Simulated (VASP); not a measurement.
Here is a VASP 6.6.1 calculation.

Contents of INCAR:

```
SYSTEM = Au
  ALGO = Fast
  EDIFF = 1E-7
  ENCUT = 520
  GGA = PS
  ISIF = 2
  ISMEAR = 0
  LASPH = .TRUE.
  LCHARG = .FALSE.
  LREAL = .FALSE.
  LWAVE = .FALSE.
  NBANDS = 54
  NELM = 100
  PREC = Accurate
  SIGMA = 0.15
```

The input KPOINTS:

```
k-points
0
G
  10 10 10
  0 0 0
```

The input POSCAR:

```
Au
1.0
   -4.0910000000     -4.0910000000      0.0000000000
   -4.0910000000      0.0000000000     -4.0910000000
    0.0000000000     -4.0910000000     -4.0910000000
Au
8
Direct
    0.4870366638      0.5000000000      0.5000000000
    0.0000000000      0.5000000000      0.5000000000
    0.5000000000      0.0000000000      0.5000000000
    0.0000000000      0.0000000000      0.5000000000
    0.5000000000      0.5000000000      0.0000000000
    0.0000000000      0.5000000000      0.0000000000
    0.5000000000      0.0000000000      0.0000000000
    0.0000000000      0.0000000000      0.0000000000
```

Potentials or basis: VASP PAW PBE potentials, release 64 (Au).

Command:

```console
$ cat potpaw_PBE.64/Au/POTCAR > POTCAR
$ mpirun -np 1 vasp_std > vasp.out
```

Q: Estimate the largest force.

A: 0.512 eV/Å.

Q: What does it give for the band gap on the k mesh?

A: Zero (bands 44 and 45 overlap by 1.97 eV).

Forces in eV/Å, atoms in the order of the input:
```
Au  -0.362 -0.362  0.000
Au   0.229  0.229  0.000
Au   0.103 -0.035  0.122
Au  -0.035  0.103 -0.122
Au  -0.035  0.103  0.122
Au   0.103 -0.035 -0.122
Au  -0.019 -0.019  0.000
Au   0.016  0.016  0.000
```

Caveat: the cell differs from its parent crystal (atom 1 (Au) moved +0.075 Å towards its neighbour atom 2 (Au) at 2.893 Å); the PAW data sets were made with another functional, which shifts forces and pressure a little; spin-orbit coupling is left out, which moves the levels of the heavy elements.
